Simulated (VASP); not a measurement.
Wanted: the native input for a VASP 6.6.1 run.

* Task: single point
* Functional: PBE
* Potentials or basis: VASP PAW PBE potentials, release 64 (Ge_d)
* Cutoff: 520 eV
* k mesh: 14 × 14 × 14
* Occupations: gaussian, width 0.15 eV
* Spin: no spin polarisation
* Dipole correction: no
* Further INCAR settings: ALGO = Normal; EDIFF = 1e-07; NBANDS = 21

The structure of Ge lies in POSCAR:

```
Ge
1.0
    0.0000000000      3.0773999725      2.7256531557
    3.0773999725      0.0000000000      2.7256531557
    3.0773999725      3.0773999725      0.0000000000
Ge
2
Direct
    0.5000000000      0.5000000000      0.5000000000
    0.7500000000      0.7500000000      0.7500000000
```

These files were run (other wordings do the same):

INCAR

```
PREC = Accurate
ENCUT = 520
EDIFF = 1E-7
ISMEAR = 0
SIGMA = 0.15
LREAL = F
LASPH = T
NELM = 80
ALGO = Normal
ISIF = 2
LWAVE = F
LCHARG = T
GGA = PE
LELF = T
LVHAR = T
NBANDS = 21
```

KPOINTS

```
Automatic mesh
0
Gamma
  14 14 14
```

Potentials or basis: VASP PAW PBE potentials, release 64 (Ge_d).

Run with:

```sh
$ cat potpaw_PBE.64/Ge_d/POTCAR > POTCAR
$ mpirun -np 1 vasp_std > vasp.out
```

Results of the run:

```yaml
Pressure: -3.8 GPa
Band_gap_on_the_k_mesh: zero (bands 14 and 15 overlap by 0.52 eV)
```

Caveat: the cell stands under tension; semilocal functionals underestimate gaps, so a narrow gap can read as zero.

Wall time 2.7 min on 1 thread of AMD EPYC 7R13 Processor (Zen 3), with other jobs on the host, peak memory 0.3 GiB.
